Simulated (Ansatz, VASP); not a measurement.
# Si in VASP and in Ansatz

```
Si
1.0
    -3.24052    3.24052    3.32361
     3.24052   -3.24052    3.32361
     3.24052    3.24052   -3.32361
Si
8
Direct
  0.20140 0.20140 0.20140
  0.50000 0.00000 0.29860
  0.29860 0.50000 0.00000
  0.00000 0.29860 0.50000
  0.79860 0.79860 0.79860
  0.50000 0.00000 0.70140
  0.70140 0.50000 0.00000
  0.00000 0.70140 0.50000
```

Change from the starting cell: strain -0.0250 x Voigt [1, 1, 0, 0, 0, 0], atoms carried along.

Alike in both runs: task single point; functional r2SCAN; k mesh 8 × 8 × 8; occupations gaussian, width 0.15 eV; no spin polarisation.

|  | VASP | Ansatz |
| --- | --- | --- |
| version | VASP 6.6.1 | Ansatz 0.2.0 |
| potentials or method | VASP PAW PBE potentials, release 64 (Si), cutoff 520 eV | scalar-relativistic, plane waves, PAW |
| valence electrons in the cell | 32 | 32 |

Ansatz gave:

| Property | Result |
| --- | --- |
| gap on the k mesh at the Fermi level (eV) | none |
| pressure (GPa) | 5.8 |
| traceless stress, the component that is largest in VASP (GPa) | -3.12 |
| rms of the force components (eV/Å) | 0.187 |

Task: What did VASP give for the same quantities?

Result: gap on the k mesh at the Fermi level (eV): none; pressure (GPa): 5.6; traceless stress, the component that is largest in VASP (GPa): -3.14; rms of the force components (eV/Å): 0.181.

VASP's potentials were made for PBE, not for r2SCAN. Atom by atom the forces differ by 0.007 eV/Å (rms over components). A gap of «none» marks a metal or a gap that the smearing closes.
